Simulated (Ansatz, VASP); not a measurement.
Two plane-wave programs on BaNb

File POSCAR:

```
BaNb
1.0
    3.0684281362      0.0000000000      0.0000000000
    0.0000000000      3.0684281362      0.0000000000
    0.0000000000      0.0000000000      5.7975120620
Ba Nb
1 1
Direct
    0.0651799524      0.0000000000      0.0000000000
    0.5000000000      0.5000000000      0.5000000000
```

Contents of INCAR.step1:

```
SYSTEM = BaNb
  PREC = Accurate
  ENCUT = 520
  ISMEAR = -1
  SIGMA = 0.05
  LREAL = .False.
  LASPH = .True.
  NELM = 60
  NBANDS = 18
  GGA = PE
  ALGO = Normal
  EDIFF = 1E-4
  LWAVE = .True.
  LCHARG = .False.
```

File INCAR.step2:

```
SYSTEM = BaNb
  PREC = Accurate
  ENCUT = 520
  EDIFF = 1E-8
  ISMEAR = -1
  SIGMA = 0.05
  LREAL = .False.
  LASPH = .True.
  NELM = 60
  ALGO = Normal
  ISIF = 2
  LWAVE = .False.
  LCHARG = .False.
  METAGGA = R2SCAN
  LMIXTAU = .True.
  LEFG = .True.
  NBANDS = 18
  ISTART = 1
```

File KPOINTS:

```
regular mesh
0
Gamma
  11 11 9
  0 0 0
```

Input for Ansatz:

```yaml
crystal:
  lattice:
    - [3.0684281362, 0.0, 0.0]
    - [0.0, 3.0684281362, 0.0]
    - [0.0, 0.0, 5.797512062]
  atoms:
    - { symbol: Ba, position: [0.0651799524, 0.0, 0.0] }
    - { symbol: Nb, position: [0.5, 0.5, 0.5] }
kpoints:
  mp_grid: { grid: [11, 11, 9] }
scf:
  occupations: { method: fermi_dirac, width: 0.05 }
  initial_density: { chi_scale: 0.1 }
hamiltonian:
  xc: r2scan
  pseudopotentials: { kind: paw }
output:
  forces: true
  stress: true
  eigenvalues: true
  efg: { contact_densities: true }
```

Alike in both runs: task electric field gradients; functional r2SCAN; k mesh 11 × 11 × 9; occupations fermi-dirac, width 0.05 eV; no spin polarisation.

```csv
,VASP,Ansatz
version,VASP 6.6.1,Ansatz 0.2.0
potentials or method,"VASP PAW PBE potentials, release 64 (Ba_sv, Nb_sv)","PAW with Ansatz's default frozen-core files, scalar-relativistic"
plane-wave cutoff (eV),520,500
valence electrons in the cell,23,23
```

```tsv
	VASP	Ansatz	Ansatz less VASP
gap on the k mesh at the Fermi level (eV)	none	none	-
pressure (GPa)	2.0	0.1	-1.88
traceless stress, the component that is largest in VASP (GPa)	-0.77	-0.04	+0.724
rms of the force components (eV/Å)	0.119	0.109	-0.0102
```

VASP's potentials were made for PBE, not for r2SCAN. Atom by atom the forces differ by 0.010 eV/Å (rms over components). A gap of «none» marks a metal or a gap that the smearing closes. The functional is the same, so the differences come from potentials, cutoffs and numerics.

Neither program's run includes spin-orbit coupling.
